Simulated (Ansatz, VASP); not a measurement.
One calculation of MnO2, two programs

Contents of INCAR:

```
  PREC = Accurate
  ENCUT = 520
  EDIFF = 1E-6
  ISMEAR = 0
  SIGMA = 0.02
  LREAL = F
  LASPH = T
  NELM = 150
  ALGO = Normal
  ISIF = 2
  LWAVE = F
  LCHARG = F
  LMAXMIX = 4
  LDAU = T
  LDAUTYPE = 2
  LDAUL = 2 -1
  LDAUU = 3.9 0
  LDAUJ = 0 0
  LDAUPRINT = 1
  GGA = PE
  NBANDS = 20
```

Contents of KPOINTS:

```
Automatic mesh
0
Gamma
  12 12 12
```

The input POSCAR:

```
MnO2
1.0
    1.5094582422      0.8714861224      4.8439403982
   -1.5094582422      0.8714861224      4.8439403982
    0.0000000000     -1.7429722449      4.8439403982
Mn O
1 2
Direct
    0.0000000000      0.0000000000      0.0000000000
    0.2643644900      0.2643644900      0.2643644900
    0.7356355100      0.7356355100      0.7356355100
```

Input for Ansatz:

```yaml
crystal:
  lattice:
    - [1.5094582422, 0.8714861224, 4.8439403982]
    - [-1.5094582422, 0.8714861224, 4.8439403982]
    - [0.0, -1.7429722449, 4.8439403982]
  atoms:
    - { symbol: Mn, position: [0.0, 0.0, 0.0] }
    - { symbol: O, position: [0.26436449, 0.26436449, 0.26436449] }
    - { symbol: O, position: [0.73563551, 0.73563551, 0.73563551] }
basis:
  ecutwfc: 420
kpoints:
  mp_grid: { grid: [12, 12, 12] }
hamiltonian:
  xc: pbe
  hubbard: { sites: [{ species: Mn, l: d, u_eff: 3.9 }] }
scf:
  occupations: { method: gaussian, width: 0.02 }
output:
  forces: true
  stress: true
  eigenvalues: true
  write_density: true
  write_potential: true
  elf: true
  volumetric_format: npy
```

Alike in both runs: task single point; functional PBE; k mesh 12 × 12 × 12; occupations gaussian, width 0.02 eV; no spin polarisation; Hubbard terms Mn d U = 3.9 eV.

```csv
,VASP,Ansatz
version,VASP 6.6.1,Ansatz 0.2.0
potentials or method,"VASP PAW PBE potentials, release 64 (Mn_pv, O), cutoff 520 eV","scalar-relativistic, plane waves, PAW"
valence electrons in the cell,25,27
```

Ansatz gave:

* gap on the k mesh at the Fermi level (eV): none
* pressure (GPa): -21.7
* traceless stress, the component that is largest in VASP (GPa): 6.50
* rms of the force components (eV/Å): 0.882

What did VASP give for the same quantities?

gap on the k mesh at the Fermi level (eV): none; pressure (GPa): -24.7; traceless stress, the component that is largest in VASP (GPa): 8.49; rms of the force components (eV/Å): 0.934.

The programs project onto different local orbitals, so the same U acts differently, and such runs can settle in different states. Atom by atom the forces differ by 0.052 eV/Å (rms over components). A gap of «none» marks a metal or a gap that the smearing closes. VASP's potentials hold 25 valence electrons a cell and Ansatz's 27, so a difference there can come from the potentials and not from the codes. Ansatz's warnings: filled band counts differ across k points.
